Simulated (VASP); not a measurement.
The system is BaTe.

```
CELL_PARAMETERS angstrom
4.99507 0.00000 0.00000
-2.49753 4.32585 0.00000
0.00000 0.00000 8.15688
ATOMIC_POSITIONS crystal
Ba 0.00000 0.00000 0.00000
Ba 0.00000 0.00000 0.50000
Te 0.33333 0.66667 0.25000
Te 0.66667 0.33333 0.75000
```

| Quantity | Value |
| --- | --- |
| Program | VASP 6.6.1 |
| Task | relaxation of cell and atoms |
| Functional | PBE |
| Potentials or basis | VASP PAW PBE potentials, release 64 (Ba_sv, Te) |
| Cutoff | 600 eV |
| k mesh | 6 × 6 × 6 |
| Occupations | gaussian, width 0.02 eV |
| Spin | no spin polarisation |

At the start: pressure 0.8 GPa; volume 44.06 Å³/atom.

**Question.** How do energy, volume and symmetry change on relaxing?

**Answer.** Over 6 steps the energy falls by 21.5 meV/atom and the volume is 45.12 Å³/atom (+2.4 %); space group P6_3/mmc (No. 194, to 0.1 Å) before and after.

Step by step:
| step | energy change (eV) | largest force (eV/Å) | pressure (GPa) | volume (Å³) |
| --- | --- | --- | --- | --- |
| 1 | 0.0000 | 0.0000 | 0.84 | 176.25 |
| 2 | -0.0673 | 0.0000 | -0.17 | 182.16 |
| 3 | -0.0731 | 0.0000 | -0.58 | 184.83 |
| 4 | -0.0854 | 0.0000 | -0.15 | 181.53 |
| 5 | -0.0856 | 0.0000 | -0.08 | 181.02 |
| 6 | -0.0859 | 0.0000 | 0.00 | 180.49 |

Final structure:
```cif
data_structure
_symmetry_space_group_name_H-M 'P 1'
_symmetry_Int_Tables_number 1
_cell_length_a 4.9158
_cell_length_b 4.9158
_cell_length_c 8.6245
_cell_angle_alpha 90.000
_cell_angle_beta 90.000
_cell_angle_gamma 120.000
_cell_volume 180.49
loop_
_atom_site_label
_atom_site_type_symbol
_atom_site_fract_x
_atom_site_fract_y
_atom_site_fract_z
_atom_site_occupancy
Ba1 Ba 0.00000 0.00000 0.00000 1
Ba2 Ba 0.00000 0.00000 0.50000 1
Te1 Te 0.33333 0.66667 0.25000 1
Te2 Te 0.66667 0.33333 0.75000 1
```
